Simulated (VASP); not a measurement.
A run of VASP 6.6.1 is set up as follows.

INCAR

```
PREC = Accurate
ENCUT = 520
EDIFF = 1E-7
ISMEAR = 0
SIGMA = 0.05
LREAL = F
LASPH = T
NELM = 150
ALGO = Normal
ISIF = 2
LWAVE = F
LCHARG = F
ISPIN = 2
MAGMOM = 0 0 0 0
LORBIT = 11
LMAXMIX = 4
GGA = PE
NBANDS = 26
```

The input KPOINTS:

```
regular mesh
0
Gamma
  9 9 6
```

File POSCAR:

```
SiNi
1.0
    3.0266200000      0.0000000000      0.0000000000
    0.0000000000      3.2735000000      0.0000000000
    0.0000000000      0.0000000000      4.6977600000
Ni Si
2 2
Direct
    0.5000000000      0.5000000000      0.3442200000
    0.0000000000      0.0000000000      0.6557800000
    0.5000000000      0.5000000000      0.8423000000
    0.0000000000      0.0000000000      0.1577000000
```

Potentials or basis: VASP PAW PBE potentials, release 64 (Ni, Si).

Run with:

```bash
$ cat potpaw_PBE.64/Ni/POTCAR potpaw_PBE.64/Si/POTCAR > POTCAR
$ mpirun -np 1 vasp_std > vasp.out
```

Task: Estimate the band gap on the k mesh.

Result: Zero (filled and empty bands overlap).

Task: Estimate the net moment.

Result: 0.00 μB per cell.

Task: What does it give for the largest force?

Result: 0.123 eV/Å.

Task: What does it give for the pressure?

Result: 1.3 GPa.

Forces on the atoms (eV/Å):
```
Ni   0.000  0.000 -0.123
Ni   0.000  0.000  0.123
Si   0.000  0.000  0.091
Si   0.000  0.000 -0.091
```
